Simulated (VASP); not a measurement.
Cd:

```
Cd
1.0
     0.00000    1.91514    1.91514
     1.91514    0.00000    1.91514
     1.91514    1.91514    0.00000
Cd
1
Cartesian
  0.0000 0.0000 0.0000
```

This isn't the form of Cd at room conditions, which is hcp.

* Program: VASP 6.6.1
* Task: relaxation of cell and atoms
* Functional: PBEsol
* Potentials or basis: VASP PAW PBE potentials, release 64 (Cd)
* Cutoff: 500 eV
* k mesh: 8 × 8 × 8
* Occupations: gaussian, width 0.1 eV
* Spin: no spin polarisation

At the start: pressure 73.9 GPa; volume 14.05 Å³/atom.

Q: How do energy, volume and symmetry change on relaxing?

A: Over 5 steps the energy falls by 1006.1 meV/atom and the volume is 20.75 Å³/atom (+47.7 %); space group Fm-3m (No. 225, to 0.1 Å) before and after.

Step by step:
| step | energy change (eV) | largest force (eV/Å) | pressure (GPa) | volume (Å³) |
| --- | --- | --- | --- | --- |
| 1 | 0.0000 | 0.0000 | 73.88 | 14.05 |
| 2 | -0.6033 | 0.0000 | -6.96 | 31.77 |
| 3 | -1.0053 | 0.0000 | -0.89 | 21.07 |
| 4 | -1.0060 | 0.0000 | -0.41 | 20.91 |
| 5 | -1.0061 | 0.0000 | 0.06 | 20.75 |

Final structure:
```
Cd
1.0
     0.00000    2.18111    2.18111
     2.18111    0.00000    2.18111
     2.18111    2.18111    0.00000
Cd
1
Direct
  0.00000 0.00000 0.00000
```

Caveat: the volume moved by over 15 % at a fixed basis, so the end points are rough; the PAW data sets were made with another functional, which shifts forces and pressure a little.
